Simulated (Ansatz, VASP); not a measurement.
## Two plane-wave programs on Pb

```
Pb
1.0
     6.61600    0.00000    0.00000
    -3.30800    5.72963    0.00000
    -1.65400    0.95494    2.96205
Pb
4
Direct
  0.00000 0.50000 0.00000
  0.50000 0.50000 0.00000
  0.00000 0.00000 0.00000
  0.50000 0.00000 0.00000
```

Change from the starting cell: band edges of the strained film's bulk.

Alike in both runs: task single point; functional LDA; k mesh 6 × 6 × 12; occupations gaussian, width 0.1 eV; no spin polarisation.

|  | VASP | Ansatz |
| --- | --- | --- |
| version | VASP 6.6.1 | Ansatz 0.2.0 |
| potentials or method | VASP PAW LDA potentials, release 64 (Pb_d), cutoff 520 eV | scalar-relativistic, plane waves, PAW |
| valence electrons in the cell | 56 | 56 |

VASP gave:

| Quantity | Value |
| --- | --- |
| gap on the k mesh at the Fermi level (eV) | none |
| pressure (GPa) | 2.5 |
| traceless stress, the component that is largest in VASP (GPa) | -2.48 |

Task: Estimate Ansatz's values.

Result: gap on the k mesh at the Fermi level (eV): none; pressure (GPa): 2.4; traceless stress, the component that is largest in VASP (GPa): -2.48.

LDA's correlation is that of Perdew and Zunger in VASP and of Perdew and Wang (1992) in Ansatz. A gap of «none» marks a metal or a gap that the smearing closes.

Spin-orbit coupling is off throughout.
